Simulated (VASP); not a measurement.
Input of a VASP 6.6.1 run:

INCAR

```
SYSTEM = HCl
PREC = Accurate
ENCUT = 520
EDIFF = 1E-7
ISMEAR = -1
SIGMA = 0.05
LREAL = Auto
LASPH = .TRUE.
NELM = 60
ALGO = Normal
ISIF = 2
LWAVE = .FALSE.
LCHARG = .FALSE.
GGA = PE
NBANDS = 56
```

File KPOINTS:

```
regular mesh
0
G
  1 1 1
  0 0 0
```

File POSCAR:

```
HCl
1.0
    7.4168600000      0.0000000000      0.0000000000
    0.0000000000      7.4168600000      0.0000000000
    0.0000000000      0.0000000000      7.4168600000
Cl H
10 10
Direct
    0.2884778734      0.0726587801      0.4016928997
    0.0813821482      0.5406465809      0.3531009079
    0.7113252778      0.2644110850      0.3554873626
    0.4165913877      0.2573865490     -0.0722677791
    0.6519335676      0.7855885105      0.1427962777
    0.8267379996      0.5164179990      0.8220190215
    0.2155089890      0.7309022956      0.9418945484
    0.4727067789      0.7027771860      0.5521339219
    1.0075557581      0.1733887386      0.0578277061
    0.8895138913      0.9416114097      0.6212871754
    0.3578064032     -0.0428887696      0.5102293963
    0.0647848281      0.5860296675      0.1782425447
    0.8436454241      0.3781114919      0.3588176128
    0.4715877069      0.1858872892      0.0788069345
    0.7302955698      0.6675870921      0.0342732639
    0.8421353511      0.6521762579      0.7221115135
    0.1778515436      0.8931137975      1.0029446423
    0.5733558406      0.6630838387      0.4130319300
    0.8395196889      0.1646114393      0.1118532640
    1.0255283233      1.0256766340      0.6752992506
```

Potentials or basis: VASP PAW PBE potentials, release 64 (Cl, H).

The run is started by

```console
$ cat potpaw_PBE.64/Cl/POTCAR potpaw_PBE.64/H/POTCAR > POTCAR
$ mpirun -np 1 vasp_gam > vasp.out
```

(1) What does it give for the band gap on the k mesh?

(2) Predict the largest force.

Results:

(1) 5.45 eV.

(2) 1.520 eV/Å.

Caveat: the k points lie up to 0.85 Å⁻¹ apart.
